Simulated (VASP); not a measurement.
Write the native input for VASP 6.6.1 that does the following.

| Quantity | Value |
| --- | --- |
| Task | single point |
| Functional | PBE |
| Potentials or basis | VASP PAW PBE potentials, release 64 (Ba_sv, Ti_sv, O) |
| Cutoff | 600 eV |
| k mesh | 7 × 6 × 7 |
| Occupations | fermi-dirac, width 0.05 eV |
| Spin | no spin polarisation |
| Hubbard terms | Ti d U = 5.0 eV |
| Dipole correction | no |
| Further INCAR settings | ALGO = Normal; EDIFF = 1e-06; NBANDS = 28 |

The structure of BaTiO3 lies in POSCAR:

```
BaTiO3
1.0
    4.0393345354     -0.0048253858     -0.0012566640
   -0.0051477799      2.8767351008      2.8687450499
    0.0045832577     -2.8612510307      2.8551532698
Ba Ti O
1 1 3
Direct
   -0.0049735310      1.0064935626      0.9939124578
    0.4875173496      0.5164686262      0.4860381494
    1.0095471097      0.4937359125      0.5037013489
    0.5041760334      0.4938197342      1.0094047720
    0.5037330382      0.9857021645      0.5031632619
```

These files were run (other wordings do the same):

INCAR

```
SYSTEM = BaTiO3
ALGO = Normal
EDIFF = 1E-6
ENCUT = 600
GGA = PE
GGA_COMPAT = .FALSE.
ISIF = 2
ISMEAR = -1
LASPH = .TRUE.
LCHARG = .TRUE.
LDAU = .TRUE.
LDAUJ = 0 0 0
LDAUL = -1 2 -1
LDAUPRINT = 1
LDAUTYPE = 2
LDAUU = 0 5 0
LELF = .TRUE.
LMAXMIX = 4
LREAL = .FALSE.
LVHAR = .TRUE.
LWAVE = .FALSE.
NBANDS = 28
NELM = 200
PREC = Accurate
SIGMA = 0.05
```

KPOINTS

```
k-points
0
G
  7 6 7
  0 0 0
```

Potentials or basis: VASP PAW PBE potentials, release 64 (Ba_sv, Ti_sv, O).

The run is started by

```bash
$ cat potpaw_PBE.64/Ba_sv/POTCAR potpaw_PBE.64/Ti_sv/POTCAR potpaw_PBE.64/O/POTCAR > POTCAR
$ mpirun -np 1 vasp_std > vasp.out
```

Results of the run:

The pressure is 3.7 GPa, the largest force is 0.630 eV/Å and the band gap on the k mesh is 2.64 eV (least direct gap 2.95 eV).

Caveat: the cell stands under pressure; spin-orbit coupling is left out, which moves the levels of the heavy elements; an odd mesh through Γ misses points on the zone boundary, where band edges can lie.

Run time: 2.1 min on 1 thread of Intel(R) Xeon(R) 6975P-C (Granite Rapids), on a shared host, peak memory 0.43 GiB.
